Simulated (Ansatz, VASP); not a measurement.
# Zr: VASP beside Ansatz

File INCAR:

```
PREC = Accurate
ENCUT = 520
EDIFF = 1E-7
ISMEAR = -1
SIGMA = 0.1
LREAL = F
LASPH = T
NELM = 60
ALGO = Normal
ISIF = 2
LWAVE = F
LCHARG = F
GGA = PE
NBANDS = 19
```

The input KPOINTS:

```
regular mesh
0
Gamma
  18 18 10
```

POSCAR

```
Zr
1.0
    3.3563057953      0.0000000000      0.0000000000
   -1.6781528976      2.9066460816      0.0000000000
    0.0000000000      0.0000000000      5.3733010098
Zr
2
Direct
    0.3333333333      0.6666666667      0.2500000000
    0.6666666667      0.3333333333      0.7500000000
```

Input for Ansatz:

```yaml
crystal:
  lattice:
    - [3.3563057953, 0.0, 0.0]
    - [-1.6781528976, 2.9066460816, 0.0]
    - [0.0, 0.0, 5.3733010098]
  atoms:
    - { symbol: Zr, position: [0.3333333333, 0.6666666667, 0.25] }
    - { symbol: Zr, position: [0.6666666667, 0.3333333333, 0.75] }
hamiltonian:
  xc: pbe
  pseudopotentials:
    kind: paw
    azcp:
      Zr: "pseudopotentials/Zr.paw.azcp"
basis:
  ecutwfc: 420
  fft_grid_basis: typed
kpoints:
  mp_grid: { grid: [18, 18, 10], shift: [0, 0, 0] }
magnetization:
  spin_polarized: false
scf:
  occupations: { method: fermi_dirac, width: 0.1 }
output:
  stress: true
```

Alike in both runs: task single point; functional PBE; k mesh 18 × 18 × 10; occupations fermi-dirac, width 0.1 eV; no spin polarisation.

|  | VASP | Ansatz |
| --- | --- | --- |
| version | VASP 6.6.1 | Ansatz 0.2.0 |
| potentials or method | VASP PAW PBE potentials, release 64 (Zr_sv), cutoff 520 eV | plane waves (420 eV) with PAW, scalar-relativistic |
| valence electrons in the cell | 24 | 24 |

|  | VASP | Ansatz | Ansatz less VASP |
| --- | --- | --- | --- |
| pressure (GPa) | -8.7 | -8.7 | 0.00 |
| traceless stress, the component that is largest in VASP (GPa) | -0.27 | -0.27 | +0.001 |
